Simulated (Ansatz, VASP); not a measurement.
## Ga: VASP beside Ansatz

```
Ga
1.0
     1.45000   -4.06500    0.00000
     1.45000    4.06500    0.00000
     0.00000    0.00000    3.17000
Ga
2
Direct
  0.86368 0.13632 0.25000
  0.13632 0.86368 0.75000
```

Alike in both runs: functional r2SCAN; k mesh 16 × 16 × 14; occupations gaussian, width 0.1 eV; no spin polarisation.

Ansatz relaxed the structure, and its values are those at the end. VASP's run is a single point on that final structure, the one shown.

|  | VASP | Ansatz |
| --- | --- | --- |
| version | VASP 6.6.1 | Ansatz 0.2.0 |
| potentials or method | VASP PAW PBE potentials, release 64 (Ga_d), cutoff 520 eV | scalar-relativistic, plane waves, PAW |
| valence electrons in the cell | 26 | 26 |

|  | VASP | Ansatz | Ansatz less VASP |
| --- | --- | --- | --- |
| gap on the k mesh at the Fermi level (eV) | none | none | - |
| pressure (GPa) | -1.5 | -1.5 | -0.06 |

VASP's potentials were made for PBE, not for r2SCAN. A gap of «none» marks a metal or a gap that the smearing closes. With one functional, cell and mesh, what is left measures potentials, basis and numerics. Ansatz's warnings: stress scf threshold loose.
